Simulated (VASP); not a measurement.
# BaTiO3 (C2/m) in VASP: notebook

The runs below take BaTiO3 through single point, with PBE.

All numbers are computed with VASP 6.6.1; they aren't measurements. Logs are shortened: lines on timing, memory, paths and dates and some standing lists are left out, and cuts for length are marked.

### 1 The cell of the first run

It takes space group C2/m (No. 12, monoclinic). The conventional cell has a = 5.573 Å, b = 5.741 Å, c = 4.019 Å, α = 90.00°, β = 92.45°, γ = 90.00°. Ba (site symmetry 2/m) has 12 O at 2.79 to 2.88 Å and 8 Ti at 3.37 to 3.50 Å within 3.7 Å. Ti (site symmetry 2/m) has 6 O at 2.00 to 2.01 Å within 2.7 Å. Within 2.9 Å of O (site symmetry 2/m) lie 2 Ti at 2.01 Å and 4 Ba at 2.79 to 2.87 Å and 8 O at 2.79 to 2.88 Å. O (site symmetry -1) has 2 Ti at 2.00 Å and 8 O at 2.79 to 2.88 Å and 4 Ba at 2.79 to 2.88 Å within 2.9 Å.

### 2 Single point, PBE (equal xy, yz and zx shear strains of -3 %)

INCAR reads:

```
PREC     = Accurate       # precision mode
ENCUT    = 520            # plane-wave cutoff, eV
EDIFF    = 1E-6           # SCF threshold, eV
ISMEAR   = -1             # smearing method
SIGMA    = 0.03           # smearing width, eV
LREAL    = F              # projectors in reciprocal space
LASPH    = T              # aspherical terms in the spheres
NELM     = 60             # most SCF steps
ALGO     = Normal         # electronic algorithm
ISIF     = 2              # what is computed and relaxed
LWAVE    = F              # write WAVECAR
LCHARG   = T              # write CHGCAR
GGA      = PE             # functional
LELF     = T              # ELF
LVHAR    = T            
NBANDS   = 28             # bands
```

KPOINTS reads:

```
regular mesh
0
Gamma
  7 7 7
```

POSCAR reads:

```
BaTiO3
1.0
    3.9998000000     -0.0599970000     -0.0599970000
   -0.0599970000      3.9998000000     -0.0599970000
   -0.0602700000     -0.0602700000      4.0180000000
Ba Ti O
1 1 3
Direct
    0.0000000000      0.0000000000      0.0000000000
    0.5000000000      0.5000000000      0.5000000000
    0.5000000000      0.5000000000      0.0000000000
    0.5000000000      0.0000000000      0.5000000000
    0.0000000000      0.5000000000      0.5000000000
```

Potentials or basis: VASP PAW PBE potentials, release 64 (Ba_sv, Ti_sv, O).

On the command line:

```
> cat potpaw_PBE.64/Ba_sv/POTCAR potpaw_PBE.64/Ti_sv/POTCAR potpaw_PBE.64/O/POTCAR > POTCAR
> mpirun -np 1 vasp_std > vasp.out
```

OUTCAR:

```text
PREC = Accurate
   ENCUT = 520
   EDIFF = 1E-6
   ISMEAR = -1
   LREAL = F
   LASPH = T
   NELM = 60
   ISIF = 2
   GGA = PE

 ion  position               nearest neighbor table
   1  0.000  0.000  0.000-   3 2.79   3 2.79   5 2.79   5 2.79   4 2.79   4 2.79   3 2.87   3 2.87
                             4 2.88   4 2.88   5 2.88   5 2.88   2 3.37   2 3.37   2 3.50   2 3.50
   2  0.500  0.500  0.500-   4 2.00   5 2.00   4 2.00   5 2.00   3 2.01   3 2.01   1 3.37   1 3.37
                             1 3.50   1 3.50   1 3.50   1 3.50   1 3.50   1 3.50
   3  0.500  0.500  0.000-   2 2.01   2 2.01   1 2.79   1 2.79   1 2.87   1 2.87
   4  0.500  0.000  0.500-   2 2.00   2 2.00   1 2.79   1 2.79   1 2.88   1 2.88
   5  0.000  0.500  0.500-   2 2.00   2 2.00   1 2.79   1 2.79   1 2.88   1 2.88

  LATTYP: Found a base centered monoclinic cell.
 ALAT       =     5.5730147961
 B/A-ratio  =     1.0302179678
 C/A-ratio  =     1.2076462749
 COS(beta)  =    -0.8025412022

  Lattice vectors:

 A1 = (  -3.9998000000,   0.0599970000,   0.0599970000)
 A2 = (   0.0599970000,  -3.9998000000,   0.0599970000)
 A3 = (   3.8795330000,   3.8795330000,   3.8980060000)

Analysis of symmetry for initial positions (statically):
=====================================================================
 Subroutine PRICEL returns:
 Original cell was already a primitive cell.

 Routine SETGRP: Setting up the symmetry group for a
 base centered monoclinic supercell.

 Subroutine GETGRP returns: Found  4 space group operations
 (whereof  4 operations were pure point group operations)
 out of a pool of  4 trial point group operations.

The static configuration has the point symmetry C_2h.

Analysis of symmetry for dynamics (positions and initial velocities):
=====================================================================
 Subroutine PRICEL returns:
 Original cell was already a primitive cell.

 Routine SETGRP: Setting up the symmetry group for a
 base centered monoclinic supercell.

 Subroutine GETGRP returns: Found  4 space group operations
 (whereof  4 operations were pure point group operations)
 out of a pool of  4 trial point group operations.

The dynamic configuration has the point symmetry C_2h.

 Subroutine INISYM returns: Found  4 space group operations
 (whereof  4 operations are pure point group operations),
 and found     1 'primitive' translations

----------------------------------------------------------------------------------------

                                     Primitive cell

  volume of cell :      64.2377

  direct lattice vectors                    reciprocal lattice vectors
     3.999800000 -0.059997000 -0.059997000     0.250126772  0.003809037  0.003809037
    -0.059997000  3.999800000 -0.059997000     0.003809037  0.250126772  0.003809037
    -0.060270000 -0.060270000  4.018000000     0.003791784  0.003791784  0.248993793

  length of vectors
     4.000699854  4.000699854  4.018903948     0.250184771  0.250184771  0.249051530

  position of ions in fractional coordinates (direct lattice)
     0.000000000  0.000000000  0.000000000
     0.500000000  0.500000000  0.500000000
     0.500000000  0.500000000  0.000000000
     0.500000000  0.000000000  0.500000000
     0.000000000  0.500000000  0.500000000

  ion indices of the primitive-cell ions
   primitive index   ion index
                 1           1
                 2           2
                 3           3
                 4           4
                 5           5

----------------------------------------------------------------------------------------

 KPOINTS: regular mesh

Automatic generation of k-mesh.
 Grid dimensions read from file:
 generate k-points for:    7    7    7

 Generating k-lattice:

  Cartesian coordinates                     Fractional coordinates (reciprocal lattice)
     0.035732396  0.000544148  0.000544148     0.142857143  0.000000000  0.000000000
     0.000544148  0.035732396  0.000544148     0.000000000  0.142857143  0.000000000
     0.000541683  0.000541683  0.035570542     0.000000000  0.000000000  0.142857143

  Length of vectors
     0.035740682  0.035740682  0.035578790

  Shift w.r.t. Gamma in fractional coordinates (k-lattice)
     0.000000000  0.000000000  0.000000000

 Subroutine IBZKPT returns following result:
 ===========================================

 Found    100 irreducible k-points:

 Following reciprocal coordinates:
            Coordinates               Weight
  0.000000  0.000000  0.000000      1.000000
  0.142857 -0.000000  0.000000      4.000000
  0.285714 -0.000000  0.000000      4.000000
  0.428571 -0.000000  0.000000      4.000000
  0.142857  0.142857  0.000000      2.000000
  0.285714  0.142857  0.000000      4.000000
[... 16 lines left out ...]
 -0.142857  0.000000  0.142857      4.000000
  0.142857  0.142857  0.142857      2.000000
 [... further k-points ...]
   k-points           NKPTS =    100   k-points in BZ     NKDIM =    100   number of bands    NBANDS=     28
   number of dos      NEDOS =    301   number of ions     NIONS =      5
   total plane-waves  NPLWV =  27000
   dimension x,y,z NGX =    30 NGY =   30 NGZ =   30
   dimension x,y,z NGXF=    60 NGYF=   60 NGZF=   60
   ions per type =               1   1   3
   NGX,Y,Z   is equivalent  to a cutoff of  12.47, 12.47, 12.41 a.u.
   NGXF,Y,Z  is equivalent  to a cutoff of  24.93, 24.93, 24.82 a.u.
 SYSTEM =  unknown system
   PREC   = accura    normal or accurate (medium, high low for compatibility)
   ISTART =      0    job   : 0-new  1-cont  2-samecut
   ICHARG =      2    charge: 1-file 2-atom 10-const
   ISPIN  =      1    spin polarized calculation?
   LNONCOLLINEAR =      F non collinear calculations
   LSORBIT =      F    spin-orbit coupling
   LASPH  =      T    aspherical Exc in radial PAW
   ENCUT  =  520.0 eV  38.22 Ry    6.18 a.u.   7.44  7.44  7.47*2*pi/ulx,y,z
   NELM   =     60;   NELMIN=  2; NELMDL= -5     # of ELM steps
   EDIFF  = 0.1E-05   stopping-criterion for ELM
   LREAL  =      F    real-space projection
   EDIFFG = 0.1E-04   stopping-criterion for IOM
   NSW    =      0    number of steps for IOM
   IBRION =     -1    ionic relax: 0-MD 1-quasi-New 2-CG
   NFREE  =      0    steps in history (QN), initial steepest desc. (CG)
   ISIF   =      2    stress and relaxation
   ISYM   =      2    0-nonsym 1-usesym 2-fastsym
   POTIM  = 0.5000    time-step for ionic-motion
   TEBEG  =    0.0;   TEEND  =   0.0 temperature during run
   PSTRESS=    0.0 pullay stress
   NELECT =      40.0000    total number of electrons
   NUPDOWN=      -1.0000    fix difference up-down
   EMIN   =  10.00;   EMAX   =-10.00  energy-range for DOS
   EFERMI =   0.00;   METHOD = LEGACY
   ISMEAR =    -1;   SIGMA  =   0.03  broadening in eV -4-tet -1-fermi 0-gaus
   EFERMI_NEDOS =   21; number of points for ismear=-14 and -15
   IALGO  =     38    algorithm
   IMIX   =      4    mixing-type and parameters
     AMIX     =   0.40;   BMIX     =  1.00
     AMIX_MAG =   1.60;   BMIX_MAG =  1.00
  volume/ion in A,a.u.               =      12.85        86.70
  Fermi-wavevector in a.u.,A,eV,Ry     =   1.397971  2.641782 26.590165  1.954322
  Thomas-Fermi vector in A             =   2.521175
   LORBIT       =      0    0 simple, 1 ext, 2 COOP (PROOUT), +10 PAW based schemes
   GGA     = PE    functional components
   LHFCALC =     F    Hartree Fock is set to
   AEXX    =    0.0000 exact exchange contribution
   IVDW    =     0    specifies the selected vdW correction
   LEPSILON=     F    determine dielectric tensor
   LRPA    =     F    only Hartree local field effects (RPA)
 non-spin polarized calculation
  energy-cutoff  :      520.00
  volume of cell :       64.24
 maximum number of plane-waves:      1750
 NGX is ok and might be reduce to    30
   NGX = 15   NGY = 15   NGZ = 15

 number of electron      39.9999965 magnetization

 Free energy of the ion-electron system (eV)
  ---------------------------------------------------
  ext. energy  EPLUGINS =         0.00000000
  ---------------------------------------------------
  free energy    TOTEN  =       -39.90002597 eV

  energy without entropy =      -39.90002597  energy(sigma->0) =      -39.90002597

 E-fermi :   4.4883     XC(G=0): -11.2497

 val. band max:        3.8391964254   @ k =   0.0000   0.0000   0.0000
 cond. band min:       5.4425943769   @ k =   0.0000   0.0000   0.0000
 fundamental gap:      1.6033979516
 Fermi energy:         4.4882970805

 k-point     1 :       0.0000    0.0000    0.0000
  band No.  band energies     occupation
      1     -52.8309      2.00000
      2     -29.0685      2.00000
      3     -29.0277      2.00000
      4     -29.0264      2.00000
      5     -20.9991      2.00000
      6     -13.0682      2.00000
[... 20 lines left out ...]
     27       8.9053      0.00000
     28      11.1385      0.00000

 k-point     2 :       0.1429   -0.0000    0.0000
  band No.  band energies     occupation
      1     -52.8307      2.00000
      2     -29.0721      2.00000
      3     -29.0334      2.00000
      4     -29.0263      2.00000
      5     -20.9770      2.00000
      6     -13.0774      2.00000
[... 20 lines left out ...]
     27       9.2889      0.00000
     28      11.6116      0.00000

 k-point     3 :       0.2857   -0.0000    0.0000
  band No.  band energies     occupation
      1     -52.8303      2.00000
      2     -29.0848      2.00000
      3     -29.0420      2.00000
      4     -29.0255      2.00000
      5     -20.9266      2.00000
      6     -13.1642      2.00000
[... 20 lines left out ...]
     27      10.2712      0.00000
     28      12.1418      0.00000

 k-point     4 :       0.4286   -0.0000    0.0000
  band No.  band energies     occupation
      1     -52.8300      2.00000
      2     -29.0987      2.00000
      3     -29.0451      2.00000
      4     -29.0248      2.00000
      5     -20.8852      2.00000
      6     -13.2715      2.00000
[... 578 lines left out ...]
     27      10.6050      0.00000
     28      12.4225      0.00000

 k-point    23 :      -0.1429    0.0000    0.1429
  band No.  band energies     occupation
      1     -52.8306      2.00000
      2     -29.0743      2.00000
      3     -29.0365      2.00000
      4     -29.0295      2.00000
      5     -20.9583      2.00000
      6     -13.0643      2.00000
[... 20 lines left out ...]
     27       9.6454      0.00000
     28      11.9273      0.00000

 k-point    24 :       0.1429    0.1429    0.1429
  band No.  band energies     occupation
      1     -52.8304      2.00000
      2     -29.0774      2.00000
      3     -29.0369      2.00000
      4     -29.0352      2.00000
      5     -20.9343      2.00000
      6     -13.0531      2.00000
[... 20 lines left out ...]
     27       9.9830      0.00000
     28      11.6807      0.00000

 [... further k-points ...]

------------------------ aborting loop because EDIFF is reached ----------------------------------------

  FORCE on cell =-STRESS in cart. coord.  units (eV):
  Direction    XX          YY          ZZ          XY          YZ          ZX
  --------------------------------------------------------------------------------------
  -------------------------------------------------------------------------------------
  Total        1.6133575      1.6133575      1.2638727      1.5268734      1.5212984      1.5212985
  in kB       40.2393445     40.2393445     31.5227148     38.0823126     37.9432638     37.9432655
  external PRESSURE =      37.3338012 kB  Pullay stress =       0.0000000 kB

 VOLUME and BASIS-vectors are now :
 -----------------------------------------------------------------------------
  energy-cutoff  :      520.00
  volume of cell :       64.24
      direct lattice vectors                 reciprocal lattice vectors
     3.999800000 -0.059997000 -0.059997000     0.250126772  0.003809037  0.003809037
    -0.059997000  3.999800000 -0.059997000     0.003809037  0.250126772  0.003809037
    -0.060270000 -0.060270000  4.018000000     0.003791784  0.003791784  0.248993793

 POSITION                                       TOTAL-FORCE (eV/Angst)
 -----------------------------------------------------------------------------------
      0.00000      0.00000      0.00000        -0.000000      0.000000      0.000000
      1.93977      1.93977      1.94900         0.000000     -0.000000      0.000000
      1.96990      1.96990     -0.06000        -0.000000      0.000000      0.000000
      1.96976     -0.06013      1.97900        -0.000000      0.000000      0.000000
     -0.06013      1.96976      1.97900        -0.000000     -0.000000      0.000000
 -----------------------------------------------------------------------------------
    total drift:                                0.000000      0.000000     -0.000000

  FREE ENERGIE OF THE ION-ELECTRON SYSTEM (eV)
  ---------------------------------------------------
  free  energy   TOTEN  =       -39.9000259734 eV

  energy  without entropy=      -39.9000259734  energy(sigma->0) =      -39.90002597
```

Run time: 3 min. Hardware: 1 thread of Intel Xeon 8259CL, shared host; peak memory 0.3 GiB.

What came out:

```
Free energy            : -39.9000 eV
Pressure               : 3.7 GPa
Band gap on the k mesh : 1.60 eV
```

Levels at points of the mesh, in eV from the valence-band top:
```
           k point  band 18  band 19  band 20  band 21  band 22  band 23
(0.00, 0.00, 0.00)    -0.24    -0.23     0.00     1.60     1.76     1.76
```

Caveat: the cell differs from its parent crystal (equal xy, yz and zx shear strains of -3 %); the cell stands under pressure; spin-orbit coupling is left out, which moves the levels of the heavy elements; an odd mesh through Γ misses points on the zone boundary, where band edges can lie.

### 3 Single point, PBE (equal xy, yz and zx shear strains of -1 %)

INCAR reads:

```
SYSTEM = BaTiO3
PREC = Accurate ; ENCUT = 520
EDIFF = 1E-7 ; ISMEAR = -1
SIGMA = 0.03 ; LREAL = .False.
LASPH = .True. ; NELM = 60
ALGO = Normal ; ISIF = 2
LWAVE = .False. ; LCHARG = .True.
GGA = PE ; LELF = .True.
LVHAR = .True. ; NBANDS = 28
```

KPOINTS reads:

```
regular mesh
0
Gamma
  7 7 7
  0 0 0
```

POSCAR, as its differences from that of step 2:

```diff
@@ -2,5 +2,5 @@
 1.0
-    3.9998000000     -0.0599970000     -0.0599970000
-   -0.0599970000      3.9998000000     -0.0599970000
-   -0.0602700000     -0.0602700000      4.0180000000
+    3.9998000000     -0.0199990000     -0.0199990000
+   -0.0199990000      3.9998000000     -0.0199990000
+   -0.0200900000     -0.0200900000      4.0180000000
 Ba Ti O
```

Potentials or basis: VASP PAW PBE potentials, release 64 (Ba_sv, Ti_sv, O).

On the command line:

```
> cat potpaw_PBE.64/Ba_sv/POTCAR potpaw_PBE.64/Ti_sv/POTCAR potpaw_PBE.64/O/POTCAR > POTCAR
> mpirun -np 1 vasp_std > vasp.out
```

Wall time 3.9 min (1 thread of Intel Xeon 8259CL, shared host); peak memory 0.3 GiB.

It converged, with:

```
Free energy            : -39.9623 eV
Pressure               : 3.5 GPa
Band gap on the k mesh : 1.75 eV (least direct gap 1.79 eV)
```

Stress tensor (GPa, compression positive):
```
3.77 1.26 1.25
1.26 3.77 1.25
1.25 1.25 2.89
```

Levels at points of the mesh, in eV from the valence-band top:
| k point | band 18 | band 19 | band 20 | band 21 | band 22 | band 23 |
| --- | --- | --- | --- | --- | --- | --- |
| (0.00, 0.00, 0.00) | -0.13 | -0.13 | -0.04 | 1.75 | 1.80 | 1.81 |

Caveat: the cell differs from its parent crystal (equal xy, yz and zx shear strains of -1 %); the cell stands under pressure; spin-orbit coupling is left out, which moves the levels of the heavy elements; an odd mesh through Γ misses points on the zone boundary, where band edges can lie.

### 4 Single point, PBE (equal xy, yz and zx shear strains of +2 %)

INCAR reads:

```
SYSTEM = BaTiO3
ALGO = Normal ; EDIFF = 1E-7
ENCUT = 520 ; GGA = PE
ISIF = 2 ; ISMEAR = -1
LASPH = .TRUE. ; LCHARG = .FALSE.
LREAL = .FALSE. ; LWAVE = .FALSE.
NBANDS = 28 ; NELM = 100
PREC = Accurate ; SIGMA = 0.03
```

KPOINTS reads:

```
k-points
0
G
  7 7 7
  0 0 0
```

POSCAR, as its differences from that of step 3:

```diff
@@ -2,5 +2,5 @@
 1.0
-    3.9998000000     -0.0199990000     -0.0199990000
-   -0.0199990000      3.9998000000     -0.0199990000
-   -0.0200900000     -0.0200900000      4.0180000000
+    3.9998000000      0.0399980000      0.0399980000
+    0.0399980000      3.9998000000      0.0399980000
+    0.0401800000      0.0401800000      4.0180000000
 Ba Ti O
```

On the command line:

```
> cat potpaw_PBE.64/Ba_sv/POTCAR potpaw_PBE.64/Ti_sv/POTCAR potpaw_PBE.64/O/POTCAR > POTCAR
> mpirun -np 1 vasp_std > vasp.out
```

It took 3.9 min on 1 thread of Intel Xeon 8259CL, shared host; peak memory 0.3 GiB.

The run converged. Its results:

```yaml
Free_energy: -39.9398 eV
Pressure: 3.6 GPa
Band_gap_on_the_k_mesh: 1.74 eV (least direct gap 1.78 eV)
```

Stress tensor (GPa, compression positive):
```
 3.87 -2.49 -2.48
-2.49  3.87 -2.48
-2.48 -2.48  2.99
```

Levels at points of the mesh, in eV from the valence-band top:
```
           k point  band 16  band 17  band 18  band 19  band 20  band 21  band 22  band 23  band 24  band 25
(0.00, 0.00, 0.00)    -1.07    -0.98    -0.22    -0.05    -0.04     1.74     1.74     1.84     3.91     3.94
```

Caveat: the cell differs from its parent crystal (equal xy, yz and zx shear strains of +2 %); the cell stands under pressure; spin-orbit coupling is left out, which moves the levels of the heavy elements; an odd mesh through Γ misses points on the zone boundary, where band edges can lie.

### 5 The runs side by side

| cell | gap on the mesh (eV) | pressure (GPa) |
| --- | --- | --- |
| a = 4.001, b = 4.001, c = 4.019 Å, angles 91.7°, 5 atoms | 1.60 | 3.7 |
| a = 4.000, b = 4.000, c = 4.018 Å, angles 90.6°, 5 atoms | 1.75 | 3.5 |
| a = 4.000, b = 4.000, c = 4.018 Å, angles 88.8°, 5 atoms | 1.74 | 3.6 |

Alike in all rows: task single point; level PBE; potentials or basis VASP PAW PBE potentials, release 64 (Ba_sv, Ti_sv, O); no spin polarisation; k mesh 7 × 7 × 7; cutoff (eV) 520; smearing fermi-dirac 0.03 eV.

Caveats: the cell stands under pressure; spin-orbit coupling is left out, which moves the levels of the heavy elements; an odd mesh through Γ misses points on the zone boundary, where band edges can lie.

Absolute energies hang on the potentials; compare differences alone.
